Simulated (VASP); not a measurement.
# SiO2 (P4_2/mnm) in VASP: notebook

SiO2 is run at these levels: LDA; tasks: single point.

Program: VASP 6.6.1. These are calculated values, not measurements. Logs are shortened: lines on timing, memory, paths and dates and some standing lists are left out, and cuts for length are marked.

### 1 The cell of the first run

The structure is tetragonal, space group P4_2/mnm (No. 136). The conventional cell has a = 4.030 Å, b = 4.030 Å, c = 2.597 Å, α = 90.00°, β = 90.00°, γ = 90.00°. Within 2.3 Å of Si (site symmetry mmm) lie 6 O at 1.71 to 1.74 Å. Within 2.3 Å of O (site symmetry m2m) lie 3 Si at 1.71 to 1.74 Å and 1 O at 2.22 Å.

### 2 Single point, LDA

INCAR reads:

```
SYSTEM = SiO2
ALGO = Normal ; EDIFF = 1E-6
ENCUT = 520 ; ISIF = 2
ISMEAR = 0 ; LASPH = .TRUE.
LCHARG = .FALSE. ; LREAL = .FALSE.
LWAVE = .FALSE. ; NBANDS = 25
NELM = 100 ; PREC = Accurate
SIGMA = 0.05
```

KPOINTS reads:

```
k-points
0
G
  6 6 8
  0 0 0
```

POSCAR reads:

```
SiO2
1.0
    4.0305000000      0.0000000000      0.0000000000
    0.0000000000      4.0305000000      0.0000000000
    0.0000000000      0.0000000000      2.5974000000
Si O
2 4
Direct
    0.5000000000      0.5000000000      0.5000000000
    0.0000000000      0.0000000000      0.0000000000
    0.6944252994      0.6944252994      0.0000000000
    0.1944252994      0.8055747006      0.5000000000
    0.3055747006      0.3055747006      0.0000000000
    0.8055747006      0.1944252994      0.5000000000
```

Potentials or basis: VASP PAW LDA potentials, release 64 (Si, O).

On the command line:

```bash
> cat potpaw_LDA.64/Si/POTCAR potpaw_LDA.64/O/POTCAR > POTCAR
> mpirun -np 1 vasp_std > vasp.out
```

OUTCAR:

```text
SYSTEM = SiO2
   EDIFF = 1E-6
   ENCUT = 520
   ISIF = 2
   ISMEAR = 0
   LASPH = .TRUE.
   LREAL = .FALSE.
   NELM = 100
   PREC = Accurate

 ion  position               nearest neighbor table
   1  0.500  0.500  0.500-   3 1.71   5 1.71   3 1.71   5 1.71   4 1.74   6 1.74   2 3.13   2 3.13
                             2 3.13   2 3.13   2 3.13   2 3.13   2 3.13   2 3.13
   2  0.000  0.000  0.000-   4 1.71   6 1.71   4 1.71   6 1.71   5 1.74   3 1.74   1 3.13   1 3.13
                             1 3.13   1 3.13   1 3.13   1 3.13   1 3.13   1 3.13
   3  0.694  0.694  0.000-   1 1.71   1 1.71   2 1.74
   4  0.194  0.806  0.500-   2 1.71   2 1.71   1 1.74
   5  0.306  0.306  0.000-   1 1.71   1 1.71   2 1.74
   6  0.806  0.194  0.500-   2 1.71   2 1.71   1 1.74

  LATTYP: Found a simple tetragonal cell.
 ALAT       =     4.0305000000
 C/A-ratio  =     0.6444361742

  Lattice vectors:

 A1 = (   4.0305000000,   0.0000000000,   0.0000000000)
 A2 = (   0.0000000000,   4.0305000000,   0.0000000000)
 A3 = (   0.0000000000,   0.0000000000,   2.5974000000)

Analysis of symmetry for initial positions (statically):
=====================================================================
 Subroutine PRICEL returns:
 Original cell was already a primitive cell.

 Routine SETGRP: Setting up the symmetry group for a
 simple tetragonal supercell.

 Subroutine GETGRP returns: Found 16 space group operations
 (whereof  8 operations were pure point group operations)
 out of a pool of 16 trial point group operations.

The static configuration has the point symmetry D_2h.
 The point group associated with its full space group is D_4h.

Analysis of symmetry for dynamics (positions and initial velocities):
=====================================================================
 Subroutine PRICEL returns:
 Original cell was already a primitive cell.

 Routine SETGRP: Setting up the symmetry group for a
 simple tetragonal supercell.

 Subroutine GETGRP returns: Found 16 space group operations
 (whereof  8 operations were pure point group operations)
 out of a pool of 16 trial point group operations.

The dynamic configuration has the point symmetry D_2h.
 The point group associated with its full space group is D_4h.

 Subroutine INISYM returns: Found 16 space group operations
 (whereof  8 operations are pure point group operations),
 and found     1 'primitive' translations

----------------------------------------------------------------------------------------

                                     Primitive cell

  volume of cell :      42.1946

  direct lattice vectors                    reciprocal lattice vectors
     4.030500000  0.000000000  0.000000000     0.248108175  0.000000000  0.000000000
     0.000000000  4.030500000  0.000000000     0.000000000  0.248108175  0.000000000
     0.000000000  0.000000000  2.597400000     0.000000000  0.000000000  0.385000385

  length of vectors
     4.030500000  4.030500000  2.597400000     0.248108175  0.248108175  0.385000385

  position of ions in fractional coordinates (direct lattice)
     0.500000000  0.500000000  0.500000000
     0.000000000  0.000000000  0.000000000
     0.694425299  0.694425299  0.000000000
     0.194425299  0.805574701  0.500000000
     0.305574701  0.305574701  0.000000000
     0.805574701  0.194425299  0.500000000

  ion indices of the primitive-cell ions
   primitive index   ion index
                 1           1
                 2           2
                 3           3
                 4           4
                 5           5
                 6           6

----------------------------------------------------------------------------------------

 KPOINTS: k-points

Automatic generation of k-mesh.
 Grid dimensions read from file:
 generate k-points for:    6    6    8

 Generating k-lattice:

  Cartesian coordinates                     Fractional coordinates (reciprocal lattice)
     0.041351363  0.000000000  0.000000000     0.166666667  0.000000000  0.000000000
     0.000000000  0.041351363  0.000000000     0.000000000  0.166666667  0.000000000
     0.000000000  0.000000000  0.048125048     0.000000000  0.000000000  0.125000000

  Length of vectors
     0.041351363  0.041351363  0.048125048

  Shift w.r.t. Gamma in fractional coordinates (k-lattice)
     0.000000000  0.000000000  0.000000000

 Subroutine IBZKPT returns following result:
 ===========================================

 Found     50 irreducible k-points:

 Following reciprocal coordinates:
            Coordinates               Weight
  0.000000  0.000000  0.000000      1.000000
  0.166667  0.000000  0.000000      4.000000
  0.333333  0.000000  0.000000      4.000000
  0.500000  0.000000  0.000000      2.000000
  0.166667  0.166667  0.000000      4.000000
  0.333333  0.166667  0.000000      8.000000
[... 16 lines left out ...]
  0.333333  0.000000  0.250000      8.000000
  0.500000  0.000000  0.250000      4.000000
 [... further k-points ...]
   k-points           NKPTS =     50   k-points in BZ     NKDIM =     50   number of bands    NBANDS=     25
   number of dos      NEDOS =    301   number of ions     NIONS =      6
   total plane-waves  NPLWV =  18000
   dimension x,y,z NGX =    30 NGY =   30 NGZ =   20
   dimension x,y,z NGXF=    60 NGYF=   60 NGZF=   40
   ions per type =               2   4
   NGX,Y,Z   is equivalent  to a cutoff of  12.37, 12.37, 12.80 a.u.
   NGXF,Y,Z  is equivalent  to a cutoff of  24.75, 24.75, 25.60 a.u.
 SYSTEM =  SiO2
   PREC   = accura    normal or accurate (medium, high low for compatibility)
   ISTART =      0    job   : 0-new  1-cont  2-samecut
   ICHARG =      2    charge: 1-file 2-atom 10-const
   ISPIN  =      1    spin polarized calculation?
   LNONCOLLINEAR =      F non collinear calculations
   LSORBIT =      F    spin-orbit coupling
   LASPH  =      T    aspherical Exc in radial PAW
   ENCUT  =  520.0 eV  38.22 Ry    6.18 a.u.   7.49  7.49  4.83*2*pi/ulx,y,z
   NELM   =    100;   NELMIN=  2; NELMDL= -5     # of ELM steps
   EDIFF  = 0.1E-05   stopping-criterion for ELM
   LREAL  =      F    real-space projection
   EDIFFG = 0.1E-04   stopping-criterion for IOM
   NSW    =      0    number of steps for IOM
   IBRION =     -1    ionic relax: 0-MD 1-quasi-New 2-CG
   NFREE  =      0    steps in history (QN), initial steepest desc. (CG)
   ISIF   =      2    stress and relaxation
   ISYM   =      2    0-nonsym 1-usesym 2-fastsym
   POTIM  = 0.5000    time-step for ionic-motion
   TEBEG  =    0.0;   TEEND  =   0.0 temperature during run
   PSTRESS=    0.0 pullay stress
   NELECT =      32.0000    total number of electrons
   NUPDOWN=      -1.0000    fix difference up-down
   EMIN   =  10.00;   EMAX   =-10.00  energy-range for DOS
   EFERMI =   0.00;   METHOD = LEGACY
   ISMEAR =     0;   SIGMA  =   0.05  broadening in eV -4-tet -1-fermi 0-gaus
   EFERMI_NEDOS =   21; number of points for ismear=-14 and -15
   IALGO  =     38    algorithm
   IMIX   =      4    mixing-type and parameters
     AMIX     =   0.40;   BMIX     =  1.00
     AMIX_MAG =   1.60;   BMIX_MAG =  1.00
  volume/ion in A,a.u.               =       7.03        47.46
  Fermi-wavevector in a.u.,A,eV,Ry     =   1.492929  2.821227 30.325183  2.228838
  Thomas-Fermi vector in A             =   2.605395
   LORBIT       =      0    0 simple, 1 ext, 2 COOP (PROOUT), +10 PAW based schemes
   GGA     = CA    functional components
   LHFCALC =     F    Hartree Fock is set to
   AEXX    =    0.0000 exact exchange contribution
   IVDW    =     0    specifies the selected vdW correction
   LEPSILON=     F    determine dielectric tensor
   LRPA    =     F    only Hartree local field effects (RPA)
 non-spin polarized calculation
 Gauss-broadening in eV      SIGMA  =   0.05
  energy-cutoff  :      520.00
  volume of cell :       42.19
 maximum number of plane-waves:      1170
 NGX is ok and might be reduce to    30
   NGX = 15   NGY = 15   NGZ =  9

 number of electron      32.0000026 magnetization

 Free energy of the ion-electron system (eV)
  ---------------------------------------------------
  ext. energy  EPLUGINS =         0.00000000
  ---------------------------------------------------
  free energy    TOTEN  =       -51.56340539 eV

  energy without entropy =      -51.56340539  energy(sigma->0) =      -51.56340539

 E-fermi :   9.8906     XC(G=0): -13.2457

 val. band max:        9.5518244177   @ k =   0.0000   0.0000   0.0000
 cond. band min:      16.1633058335   @ k =   0.0000   0.0000   0.0000
 fundamental gap:      6.6114814158
 Fermi energy:         9.8905902762

 k-point     1 :       0.0000    0.0000    0.0000
  band No.  band energies     occupation
      1     -13.9569      2.00000
      2      -9.6562      2.00000
      3      -9.6562      2.00000
      4      -9.3551      2.00000
      5      -1.9895      2.00000
      6       2.2583      2.00000
[... 17 lines left out ...]
     24      25.1275      0.00000
     25      26.0502      0.00000

 k-point     2 :       0.1667    0.0000    0.0000
  band No.  band energies     occupation
      1     -13.7900      2.00000
      2     -10.4690      2.00000
      3      -9.5654      2.00000
      4      -8.9080      2.00000
      5      -1.8261      2.00000
      6       1.6871      2.00000
[... 17 lines left out ...]
     24      24.3228      0.00000
     25      25.9136      0.00000

 k-point     3 :       0.3333    0.0000    0.0000
  band No.  band energies     occupation
      1     -13.3004      2.00000
      2     -11.5365      2.00000
      3      -9.3196      2.00000
      4      -8.7968      2.00000
      5      -1.3482      2.00000
      6       0.4891      2.00000
[... 552 lines left out ...]
 k-point    23 :       0.3333    0.0000    0.2500
  band No.  band energies     occupation
      1     -12.4500      2.00000
      2     -10.8893      2.00000
      3      -9.0079      2.00000
      4      -8.7759      2.00000
      5      -0.7380      2.00000
      6       0.9031      2.00000
[... 17 lines left out ...]
     24      22.8617      0.00000
     25      23.6732      0.00000

 k-point    24 :       0.5000    0.0000    0.2500
  band No.  band energies     occupation
      1     -11.7506      2.00000
      2     -11.7506      2.00000
      3      -8.8488      2.00000
      4      -8.8488      2.00000
      5       0.1175      2.00000
      6       0.1175      2.00000
[... 17 lines left out ...]
     24      22.7034      0.00000
     25      23.7016      0.00000

 [... further k-points ...]
[... 5 lines left out ...]
  --------------------------------------------------------------------------------------
  -------------------------------------------------------------------------------------
  Total        8.9572198      8.9572198     10.0461857      0.0000000      0.0000000      0.0000000
  in kB      340.1160518    340.1160518    381.4653506      0.0000000      0.0000000      0.0000000
  external PRESSURE =     353.8991514 kB  Pullay stress =       0.0000000 kB

 VOLUME and BASIS-vectors are now :
 -----------------------------------------------------------------------------
  energy-cutoff  :      520.00
  volume of cell :       42.19
      direct lattice vectors                 reciprocal lattice vectors
     4.030500000  0.000000000  0.000000000     0.248108175  0.000000000  0.000000000
     0.000000000  4.030500000  0.000000000     0.000000000  0.248108175  0.000000000
     0.000000000  0.000000000  2.597400000     0.000000000  0.000000000  0.385000385

 POSITION                                       TOTAL-FORCE (eV/Angst)
 -----------------------------------------------------------------------------------
      2.01525      2.01525      1.29870         0.000000      0.000000     -0.000000
      0.00000      0.00000      0.00000         0.000000      0.000000     -0.000000
      2.79888      2.79888      0.00000         0.468781      0.468781     -0.000000
      0.78363      3.24687      1.29870         0.468781     -0.468781     -0.000000
      1.23162      1.23162      0.00000        -0.468781     -0.468781      0.000000
      3.24687      0.78363      1.29870        -0.468781      0.468781     -0.000000
 -----------------------------------------------------------------------------------
    total drift:                               -0.000000      0.000000      0.000000

  FREE ENERGIE OF THE ION-ELECTRON SYSTEM (eV)
  ---------------------------------------------------
  free  energy   TOTEN  =       -51.5634053940 eV

  energy  without entropy=      -51.5634053940  energy(sigma->0) =      -51.56340539
```

Run time: 18 s. Hardware: 1 thread of Intel Xeon Platinum 8559C (Emerald Rapids), shared host; peak memory 0.15 GiB.

Results:

- Free energy: -51.5634 eV
- Pressure: 35.4 GPa
- Largest force: 0.663 eV/Å
- Band gap on the k mesh: 6.61 eV, direct

Forces in eV/Å, atoms in the order of the input:
```
Si   0.000  0.000  0.000
Si   0.000  0.000  0.000
O    0.469  0.469  0.000
O    0.469 -0.469  0.000
O   -0.469 -0.469  0.000
O   -0.469  0.469  0.000
```

### 3 Single point, LDA

This run uses another cell than the first one, of 6.34 Å³/atom, 0.902 times its volume.

INCAR reads:

```
  PREC = Accurate
  ENCUT = 520
  EDIFF = 1E-7
  ISMEAR = 0
  SIGMA = 0.05
  LREAL = False
  LASPH = True
  NELM = 60
  ALGO = Normal
  ISIF = 2
  LWAVE = False
  LCHARG = False
  NBANDS = 25
```

KPOINTS reads:

```
Automatic mesh
0
Gamma
  6 6 8
```

Changes to POSCAR since step 2:

```diff
@@ -4,3 +4,3 @@
     0.0000000000      4.0305000000      0.0000000000
-    0.0000000000      0.0000000000      2.5974000000
+    0.0000000000      0.0000000000      2.3420000000
 Si O
```

Potentials or basis: VASP PAW LDA potentials, release 64 (Si, O).

On the command line:

```bash
> cat potpaw_LDA.64/Si/POTCAR potpaw_LDA.64/O/POTCAR > POTCAR
> mpirun -np 1 vasp_std > vasp.out
```

Wall time 17 s (1 thread of Intel Xeon 6975P-C (Granite Rapids), shared host); peak memory 0.14 GiB.

Results (log left out):

| Item | Value |
| --- | --- |
| Free energy | -49.0070 eV |
| Pressure | 105.5 GPa |
| Largest force | 1.965 eV/Å |
| Band gap on the k mesh | 8.88 eV, direct |

Forces in eV/Å, atoms in the order of the input:
```
Si   0.000  0.000  0.000
Si   0.000  0.000  0.000
O    1.389  1.389  0.000
O    1.389 -1.389  0.000
O   -1.389 -1.389  0.000
O   -1.389  1.389  0.000
```

Stress tensor (GPa, compression positive):
```
 72.10   0.00   0.00
  0.00  72.10   0.00
  0.00   0.00 172.22
```

Levels at points of the mesh, in eV from the valence-band top:
```tsv
k point	band 12	band 13	band 14	band 15	band 16	band 17	band 18	band 19	band 20	band 21
(0.00, 0.00, 0.00)	-2.94	-1.93	-1.09	-1.09	0.00	8.88	9.59	11.35	11.78	11.78
(0.50, 0.00, 0.00)	-3.98	-2.40	-2.40	-1.37	-1.37	10.81	10.81	11.55	11.55	12.49
(0.50, 0.50, 0.00)	-3.38	-3.05	-3.05	-2.87	-2.87	10.55	10.55	12.27	12.27	14.58
(0.00, 0.00, 0.50)	-5.55	-3.75	-3.75	-3.43	-3.43	11.49	11.49	14.14	14.14	14.16
(0.50, 0.00, 0.50)	-4.95	-2.95	-2.95	-2.24	-2.24	10.12	10.12	11.21	11.21	13.15
(0.50, 0.50, 0.50)	-5.42	-2.35	-2.35	-1.97	-1.97	9.30	9.30	11.78	11.78	12.05
```

Caveat: forces of over 1 eV/Å act on the atoms, so gaps and moduli don't describe the material at rest. A hybrid or GW would open this gap; LDA tends to underestimate it.

### 4 Single point, LDA

This run uses another cell than the first one, of 6.42 Å³/atom, 0.913 times its volume.

INCAR reads:

```
SYSTEM = SiO2
  PREC = Accurate
  ENCUT = 520
  EDIFF = 1E-7
  ISMEAR = 0
  SIGMA = 0.05
  LREAL = .False.
  LASPH = .True.
  NELM = 100
  ALGO = Normal
  ISIF = 2
  LWAVE = .False.
  LCHARG = .False.
  NBANDS = 25
```

KPOINTS reads:

```
regular mesh
0
Gamma
  6 6 8
  0 0 0
```

Changes to POSCAR since step 3:

```diff
@@ -2,4 +2,4 @@
 1.0
-    4.0305000000      0.0000000000      0.0000000000
-    0.0000000000      4.0305000000      0.0000000000
+    4.0554000000      0.0000000000      0.0000000000
+    0.0000000000      4.0554000000      0.0000000000
     0.0000000000      0.0000000000      2.3420000000
```

On the command line:

```bash
> cat potpaw_LDA.64/Si/POTCAR potpaw_LDA.64/O/POTCAR > POTCAR
> mpirun -np 1 vasp_std > vasp.out
```

Wall time 17 s (1 thread of Intel Xeon 6975P-C (Granite Rapids), shared host); peak memory 0.14 GiB.

The run converged. Its results:

```
Free energy            : -49.2082 eV
Pressure               : 97.7 GPa
Largest force          : 1.783 eV/Å
Band gap on the k mesh : 8.98 eV, direct
```

Forces on the atoms (eV/Å):
```
Si   0.000  0.000  0.000
Si   0.000  0.000  0.000
O    1.261  1.261  0.000
O    1.261 -1.261  0.000
O   -1.261 -1.261  0.000
O   -1.261  1.261  0.000
```

Stress tensor (GPa, compression positive):
```
 63.69   0.00   0.00
  0.00  63.69   0.00
  0.00   0.00 165.75
```

Levels at points of the mesh, in eV from the valence-band top:
| k point | band 13 | band 14 | band 15 | band 16 | band 17 | band 18 | band 19 | band 20 |
| --- | --- | --- | --- | --- | --- | --- | --- | --- |
| (0.00, 0.00, 0.00) | -1.87 | -1.08 | -1.08 | 0.00 | 8.98 | 9.30 | 11.32 | 11.73 |
| (0.50, 0.00, 0.00) | -2.31 | -2.31 | -1.36 | -1.36 | 10.71 | 10.71 | 11.46 | 11.46 |
| (0.50, 0.50, 0.00) | -2.94 | -2.94 | -2.83 | -2.83 | 10.48 | 10.48 | 12.16 | 12.16 |
| (0.00, 0.00, 0.50) | -3.64 | -3.64 | -3.36 | -3.36 | 11.33 | 11.33 | 14.02 | 14.02 |
| (0.50, 0.00, 0.50) | -2.91 | -2.91 | -2.18 | -2.18 | 10.04 | 10.04 | 11.02 | 11.02 |
| (0.50, 0.50, 0.50) | -2.32 | -2.32 | -1.92 | -1.92 | 9.11 | 9.11 | 11.72 | 11.72 |

Caveat: forces of over 1 eV/Å act on the atoms, so gaps and moduli don't describe the material at rest.

### 5 The runs side by side

| cell | gap on the mesh (eV) | pressure (GPa) | largest force (eV/Å) |
| --- | --- | --- | --- |
| a = 4.030, b = 4.030, c = 2.597 Å, 6 atoms | 6.61 | 35.4 | 0.66 |
| a = 4.030, b = 4.030, c = 2.342 Å, 6 atoms | 8.88 | 105.5 | 1.97 |
| a = 4.055, b = 4.055, c = 2.342 Å, 6 atoms | 8.98 | 97.7 | 1.78 |

Alike in all rows: task single point; level LDA; potentials or basis VASP PAW LDA potentials, release 64 (Si, O); no spin polarisation; k mesh 6 × 6 × 8; cutoff (eV) 520; smearing gaussian 0.05 eV.

Caveats: forces of over 1 eV/Å act on the atoms, so gaps and moduli don't describe the material at rest (some runs).

Absolute energies hang on the potentials; compare differences alone.
